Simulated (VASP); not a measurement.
# Sb (P-1) in VASP: a series of runs

Sb is run at these levels: PBE; tasks: single point.

Everything below comes from runs of VASP 6.6.1. Logs are shortened: lines on timing, memory, paths and dates and some standing lists are left out, and cuts for length are marked.

## (1) The cell of the first run

The typed cell holds 2 atoms: a = 4.493 Å, b = 4.493 Å, c = 4.493 Å, α = 57.20°, β = 57.20°, γ = 57.20°.

## (2) Single point, PBE (atom 1 (Sb) moved by (+0.300, +0.000) A along [1 1 0] and z)

Input file INCAR:

```
SYSTEM = Sb
PREC     = Accurate       ! precision mode
ENCUT    = 520            ! plane-wave cutoff, eV
EDIFF    = 1E-6           ! SCF threshold, eV
ISMEAR   = 0              ! smearing method
SIGMA    = 0.15           ! smearing width, eV
LREAL    = .FALSE.        ! projectors in reciprocal space
LASPH    = .TRUE.         ! aspherical terms in the spheres
NELM     = 60             ! most SCF steps
ALGO     = Normal         ! electronic algorithm
ISIF     = 2              ! what is computed and relaxed
LWAVE    = .FALSE.        ! write WAVECAR
LCHARG   = .FALSE.        ! write CHGCAR
GGA      = PE             ! functional
NBANDS   = 12             ! bands
```

Input file KPOINTS:

```
Automatic mesh
0
G
  12 12 12
  0 0 0
```

Input file POSCAR:

```
Sb
1.0
    2.1506003320      1.2416496806      3.7440000000
   -2.1506003320      1.2416496806      3.7440000000
    0.0000000000     -2.4832993611      3.7440000000
Sb
2
Direct
    0.3114337482      0.2127952280      0.1766910238
    0.7663600000      0.7663600000      0.7663600000
```

Potentials or basis: VASP PAW PBE potentials, release 64 (Sb).

The run is started by

```
cat potpaw_PBE.64/Sb/POTCAR > POTCAR
mpirun -np 1 vasp_std > vasp.out
```

OUTCAR:

```text
SYSTEM = Sb
   PREC = Accurate
   ENCUT = 520
   EDIFF = 1E-6
   ISMEAR = 0
   LREAL = .FALSE.
   LASPH = .TRUE.
   NELM = 60
   ISIF = 2
   GGA = PE

 ion  position               nearest neighbor table
   1  0.311  0.213  0.177-   2 2.66   2 2.98   2 3.09   2 3.20   2 3.30   2 3.57
   2  0.766  0.766  0.766-   1 2.66   1 2.98   1 3.09   1 3.20   1 3.30   1 3.57

  LATTYP: Found a trigonal (rhomboedric) cell.
 ALAT       =     4.4926953733
 COS(alpha) =     0.5417151843

  Lattice vectors:

 A1 = (   2.1506003320,   1.2416496806,   3.7440000000)
 A2 = (  -2.1506003320,   1.2416496806,   3.7440000000)
 A3 = (   0.0000000000,  -2.4832993611,   3.7440000000)

Analysis of symmetry for initial positions (statically):
=====================================================================
 Subroutine PRICEL returns:
 Original cell was already a primitive cell.

 Routine SETGRP: Setting up the symmetry group for a
 trigonal (rhombohedral) supercell.

 Subroutine GETGRP returns: Found  2 space group operations
 (whereof  1 operations were pure point group operations)
 out of a pool of 12 trial point group operations.

The static configuration has the point symmetry C_1 .
 The point group associated with its full space group is S_2 .

Analysis of symmetry for dynamics (positions and initial velocities):
=====================================================================
 Subroutine PRICEL returns:
 Original cell was already a primitive cell.

 Routine SETGRP: Setting up the symmetry group for a
 trigonal (rhombohedral) supercell.

 Subroutine GETGRP returns: Found  2 space group operations
 (whereof  1 operations were pure point group operations)
 out of a pool of 12 trial point group operations.

The dynamic configuration has the point symmetry C_1 .
 The point group associated with its full space group is S_2 .

 Subroutine INISYM returns: Found  2 space group operations
 (whereof  1 operations are pure point group operations),
 and found     1 'primitive' translations

----------------------------------------------------------------------------------------

                                     Primitive cell

  volume of cell :      59.9854

  direct lattice vectors                    reciprocal lattice vectors
     2.150600332  1.241649681  3.744000000     0.232493222  0.134230024  0.089031339
    -2.150600332  1.241649681  3.744000000    -0.232493222  0.134230024  0.089031339
     0.000000000 -2.483299361  3.744000000     0.000000000 -0.268460048  0.089031339

  length of vectors
     4.492695373  4.492695373  4.492695373     0.282838075  0.282838075  0.282838075

  position of ions in fractional coordinates (direct lattice)
     0.311433748  0.212795228  0.176691024
     0.766360000  0.766360000  0.766360000

  ion indices of the primitive-cell ions
   primitive index   ion index
                 1           1
                 2           2

----------------------------------------------------------------------------------------

 KPOINTS: Automatic mesh

Automatic generation of k-mesh.
 Grid dimensions read from file:
 generate k-points for:   12   12   12

 Generating k-lattice:

  Cartesian coordinates                     Fractional coordinates (reciprocal lattice)
     0.019374435  0.011185835  0.007419278     0.083333333  0.000000000  0.000000000
    -0.019374435  0.011185835  0.007419278     0.000000000  0.083333333  0.000000000
     0.000000000 -0.022371671  0.007419278     0.000000000  0.000000000  0.083333333

  Length of vectors
     0.023569840  0.023569840  0.023569840

  Shift w.r.t. Gamma in fractional coordinates (k-lattice)
     0.000000000  0.000000000  0.000000000

 Subroutine IBZKPT returns following result:
 ===========================================

 Found    868 irreducible k-points:

 Following reciprocal coordinates:
            Coordinates               Weight
  0.000000  0.000000  0.000000      1.000000
  0.083333  0.000000 -0.000000      2.000000
  0.000000  0.083333 -0.000000      2.000000
  0.000000  0.000000  0.083333      2.000000
  0.166667  0.000000  0.000000      2.000000
  0.000000  0.166667  0.000000      2.000000
[... 16 lines left out ...]
  0.166667  0.083333  0.000000      2.000000
 -0.166667 -0.000000 -0.083333      2.000000
 [... further k-points ...]
   k-points           NKPTS =    868   k-points in BZ     NKDIM =    868   number of bands    NBANDS=     12
   number of dos      NEDOS =    301   number of ions     NIONS =      2
   total plane-waves  NPLWV =  46656
   dimension x,y,z NGX =    36 NGY =   36 NGZ =   36
   dimension x,y,z NGXF=    72 NGYF=   72 NGZF=   72
   ions per type =               2
   NGX,Y,Z   is equivalent  to a cutoff of  13.32, 13.32, 13.32 a.u.
   NGXF,Y,Z  is equivalent  to a cutoff of  26.64, 26.64, 26.64 a.u.
 SYSTEM =  Sb
   PREC   = accura    normal or accurate (medium, high low for compatibility)
   ISTART =      0    job   : 0-new  1-cont  2-samecut
   ICHARG =      2    charge: 1-file 2-atom 10-const
   ISPIN  =      1    spin polarized calculation?
   LNONCOLLINEAR =      F non collinear calculations
   LSORBIT =      F    spin-orbit coupling
   LASPH  =      T    aspherical Exc in radial PAW
   ENCUT  =  520.0 eV  38.22 Ry    6.18 a.u.   8.35  8.35  8.35*2*pi/ulx,y,z
   NELM   =     60;   NELMIN=  2; NELMDL= -5     # of ELM steps
   EDIFF  = 0.1E-05   stopping-criterion for ELM
   LREAL  =      F    real-space projection
   EDIFFG = 0.1E-04   stopping-criterion for IOM
   NSW    =      0    number of steps for IOM
   IBRION =     -1    ionic relax: 0-MD 1-quasi-New 2-CG
   NFREE  =      0    steps in history (QN), initial steepest desc. (CG)
   ISIF   =      2    stress and relaxation
   ISYM   =      2    0-nonsym 1-usesym 2-fastsym
   POTIM  = 0.5000    time-step for ionic-motion
   TEBEG  =    0.0;   TEEND  =   0.0 temperature during run
   PSTRESS=    0.0 pullay stress
   NELECT =      10.0000    total number of electrons
   NUPDOWN=      -1.0000    fix difference up-down
   EMIN   =  10.00;   EMAX   =-10.00  energy-range for DOS
   EFERMI =   0.00;   METHOD = LEGACY
   ISMEAR =     0;   SIGMA  =   0.15  broadening in eV -4-tet -1-fermi 0-gaus
   EFERMI_NEDOS =   21; number of points for ismear=-14 and -15
   IALGO  =     38    algorithm
   IMIX   =      4    mixing-type and parameters
     AMIX     =   0.40;   BMIX     =  1.00
     AMIX_MAG =   1.60;   BMIX_MAG =  1.00
  volume/ion in A,a.u.               =      29.99       202.40
  Fermi-wavevector in a.u.,A,eV,Ry     =   0.901003  1.702649 11.045295  0.811806
  Thomas-Fermi vector in A             =   2.024030
   LORBIT       =      0    0 simple, 1 ext, 2 COOP (PROOUT), +10 PAW based schemes
   GGA     = PE    functional components
   LHFCALC =     F    Hartree Fock is set to
   AEXX    =    0.0000 exact exchange contribution
   IVDW    =     0    specifies the selected vdW correction
   LEPSILON=     F    determine dielectric tensor
   LRPA    =     F    only Hartree local field effects (RPA)
 non-spin polarized calculation
 Gauss-broadening in eV      SIGMA  =   0.15
  energy-cutoff  :      520.00
  volume of cell :       59.99
 maximum number of plane-waves:      1627
 NGX is ok and might be reduce to    36
   NGX = 17   NGY = 17   NGZ = 17

 number of electron      10.0000000 magnetization

 Free energy of the ion-electron system (eV)
  ---------------------------------------------------
  ext. energy  EPLUGINS =         0.00000000
  ---------------------------------------------------
  free energy    TOTEN  =        -8.07253782 eV

  energy without entropy =       -8.06921584  energy(sigma->0) =       -8.07087683

 E-fermi :   7.2776     XC(G=0):  -9.5457

 val. band max:        7.2650597495   @ k =   0.4167   0.2500   0.2500
 cond. band min:       7.2847285364   @ k =  -0.1667  -0.2500  -0.0833
 fundamental gap:      0.0196687869
 Fermi energy:         7.2776467435

 k-point     1 :       0.0000    0.0000    0.0000
  band No.  band energies     occupation
      1      -5.5099      2.00000
      2       2.6856      2.00000
      3       4.9364      2.00000
      4       5.5235      2.00000
      5       5.9769      2.00000
      6       9.1068      0.00000
      7       9.2505      0.00000
      8      10.8184      0.00000
      9      12.1661      0.00000
     10      12.8069      0.00000
     11      13.0635      0.00000
     12      13.8638      0.00000

 k-point     2 :       0.0833    0.0000   -0.0000
  band No.  band energies     occupation
      1      -5.4329      2.00000
      2       2.3012      2.00000
      3       4.9317      2.00000
      4       5.6909      2.00000
      5       5.9526      2.00000
      6       9.0934      0.00000
      7       9.2326      0.00000
      8      10.5259      0.00000
      9      12.0256      0.00000
     10      12.4286      0.00000
     11      12.8470      0.00000
     12      14.4921      0.00000

 k-point     3 :       0.0000    0.0833   -0.0000
  band No.  band energies     occupation
      1      -5.4340      2.00000
      2       2.3010      2.00000
      3       5.0597      2.00000
      4       5.4968      2.00000
      5       6.0261      2.00000
      6       9.0294      0.00000
      7       9.2298      0.00000
      8      10.5542      0.00000
      9      12.0839      0.00000
     10      12.5545      0.00000
     11      12.7310      0.00000
     12      14.4290      0.00000
[... 286 lines left out ...]
 k-point    23 :       0.1667    0.0833    0.0000
  band No.  band energies     occupation
      1      -5.2457      2.00000
      2       1.6707      2.00000
      3       4.5562      2.00000
      4       5.4377      2.00000
      5       6.8660      1.99990
      6       8.1110      0.00000
      7       9.2313      0.00000
      8      10.6653      0.00000
      9      11.9773      0.00000
     10      12.5637      0.00000
     11      12.9838      0.00000
     12      14.9476      0.00000

 k-point    24 :      -0.1667   -0.0000   -0.0833
  band No.  band energies     occupation
      1      -5.2406      2.00000
      2       1.6272      2.00000
      3       4.5410      2.00000
      4       5.5826      2.00000
      5       6.6884      2.00000
      6       8.3059      0.00000
      7       9.1391      0.00000
      8      10.7095      0.00000
      9      11.9065      0.00000
     10      12.5316      0.00000
     11      13.0195      0.00000
     12      14.9880      0.00000

 [... further k-points ...]
[... 5 lines left out ...]
  --------------------------------------------------------------------------------------
  -------------------------------------------------------------------------------------
  Total        2.7416548      1.4306865      1.5748979      1.0573088     -1.1205126     -1.5934695
  in kB       73.2280514     38.2128287     42.0646340     28.2401207    -29.9282590    -42.5606693
  external PRESSURE =      51.1685047 kB  Pullay stress =       0.0000000 kB

 VOLUME and BASIS-vectors are now :
 -----------------------------------------------------------------------------
  energy-cutoff  :      520.00
  volume of cell :       59.99
      direct lattice vectors                 reciprocal lattice vectors
     2.150600332  1.241649681  3.744000000     0.232493222  0.134230024  0.089031339
    -2.150600332  1.241649681  3.744000000    -0.232493222  0.134230024  0.089031339
     0.000000000 -2.483299361  3.744000000     0.000000000 -0.268460048  0.089031339

 POSITION                                       TOTAL-FORCE (eV/Angst)
 -----------------------------------------------------------------------------------
      0.21213      0.21213      2.62424        -1.087758     -0.761660      0.948211
      0.00000      0.00000      8.60776         1.087758      0.761660     -0.948211
 -----------------------------------------------------------------------------------
    total drift:                               -0.000000      0.000000     -0.000000

  FREE ENERGIE OF THE ION-ELECTRON SYSTEM (eV)
  ---------------------------------------------------
  free  energy   TOTEN  =        -8.0725378224 eV

  energy  without entropy=       -8.0692158422  energy(sigma->0) =       -8.07087683
```

Wall time 4.3 min (1 thread of Intel Xeon Platinum 8559C (Emerald Rapids), shared host); peak memory 0.62 GiB.

What came out:

- Free energy: -8.0725 eV
- Pressure: 5.1 GPa
- Largest force: 1.632 eV/Å
- Band gap on the k mesh: zero (bands 5 and 6 overlap by 0.65 eV)

Forces on the atoms (eV/Å):
```
Sb  -1.088 -0.762  0.948
Sb   1.088  0.762 -0.948
```

Stress tensor (GPa, compression positive):
```
 7.32  2.82 -4.26
 2.82  3.82 -2.99
-4.26 -2.99  4.21
```

Levels at points of the mesh, in eV from the Fermi level:
```tsv
k point	band 1	band 2	band 3	band 4	band 5	band 6	band 7	band 8	band 9	band 10
(0.00, 0.00, 0.00)	-12.79	-4.59	-2.34	-1.75	-1.30	1.83	1.97	3.54	4.89	5.53
(0.50, 0.00, 0.00)	-10.51	-9.51	-2.32	-1.63	-0.61	0.29	0.63	0.92	7.77	7.95
(0.00, 0.50, 0.00)	-10.65	-9.33	-2.08	-1.80	-0.60	0.02	0.40	1.25	7.42	8.26
(0.00, 0.00, 0.50)	-10.93	-8.91	-2.21	-1.55	-0.68	-0.50	0.68	1.08	7.28	8.36
(0.50, 0.50, 0.00)	-10.67	-7.36	-5.71	-3.67	-3.44	1.04	5.43	6.07	6.83	8.76
(0.50, 0.00, 0.50)	-10.60	-7.61	-5.53	-3.76	-3.37	1.08	5.59	5.87	6.93	8.77
(0.00, 0.50, 0.50)	-9.94	-8.97	-4.66	-3.91	-3.51	1.91	5.11	5.32	7.68	8.89
(0.50, 0.50, 0.50)	-11.25	-8.94	-1.97	-0.67	-0.44	-0.33	1.24	1.30	7.04	8.54
```

Caveat: the cell differs from its parent crystal (atom 1 (Sb) moved by (+0.300, +0.000) A along [1 1 0] and z); the cell stands under pressure; spin-orbit coupling is left out, which moves the levels of the heavy elements; forces of over 1 eV/Å act on the atoms, so gaps and moduli don't describe the material at rest.

## (3) Single point, PBE (atom 1 (Sb) moved by (+0.300, +0.300) A along [1 1 0] and z)

Input file INCAR:

```
ALGO = Normal ; EDIFF = 1E-6
ENCUT = 520 ; GGA = PE
ISIF = 2 ; ISMEAR = 0
LASPH = T ; LCHARG = F
LREAL = F ; LWAVE = F
NBANDS = 12 ; NELM = 60
PREC = Accurate ; SIGMA = 0.15
```

Input file KPOINTS:

```
k-points
0
Gamma
  12 12 12
```

POSCAR, as its differences from that of step 2:

```diff
@@ -8,3 +8,3 @@
 Direct
-    0.3114337482      0.2127952280      0.1766910238
+    0.3381431499      0.2395046297      0.2034004255
     0.7663600000      0.7663600000      0.7663600000
```

Potentials or basis: VASP PAW PBE potentials, release 64 (Sb).

The run is started by

```
cat potpaw_PBE.64/Sb/POTCAR > POTCAR
mpirun -np 1 vasp_std > vasp.out
```

Run time: 4 min. Hardware: 1 thread of Intel Xeon Platinum 8559C (Emerald Rapids), shared host; peak memory 0.62 GiB.

It converged, with:

```
Free energy            : -8.1958 eV
Pressure               : 1.9 GPa
Largest force          : 0.313 eV/Å
Band gap on the k mesh : zero (bands 5 and 6 overlap by 0.80 eV)
```

Forces on the atoms (eV/Å):
```
Sb  -0.240 -0.160  0.120
Sb   0.240  0.160 -0.120
```

Stress tensor (GPa, compression positive):
```
 3.06  1.54 -1.12
 1.54  2.81 -0.41
-1.12 -0.41 -0.04
```

Levels at points of the mesh, in eV from the Fermi level:
```tsv
k point	band 3	band 4	band 5	band 6	band 7	band 8
(0.00, 0.00, 0.00)	-2.24	-1.34	-1.26	2.63	2.69	3.55
(0.50, 0.00, 0.00)	-1.80	-0.61	-0.53	-0.48	0.28	0.77
(0.00, 0.50, 0.00)	-1.53	-1.24	-0.37	-0.21	0.58	0.72
(0.00, 0.00, 0.50)	-1.67	-0.82	-0.56	-0.51	0.55	0.71
(0.50, 0.50, 0.00)	-5.39	-3.73	-3.20	1.79	5.39	5.55
(0.50, 0.00, 0.50)	-5.54	-3.84	-3.07	1.70	5.45	5.62
(0.00, 0.50, 0.50)	-5.04	-3.73	-3.28	2.10	5.17	5.38
(0.50, 0.50, 0.50)	-1.15	-0.92	0.24	0.41	0.88	1.03
```

Caveat: the cell differs from its parent crystal (atom 1 (Sb) moved by (+0.300, +0.300) A along [1 1 0] and z); spin-orbit coupling is left out, which moves the levels of the heavy elements.
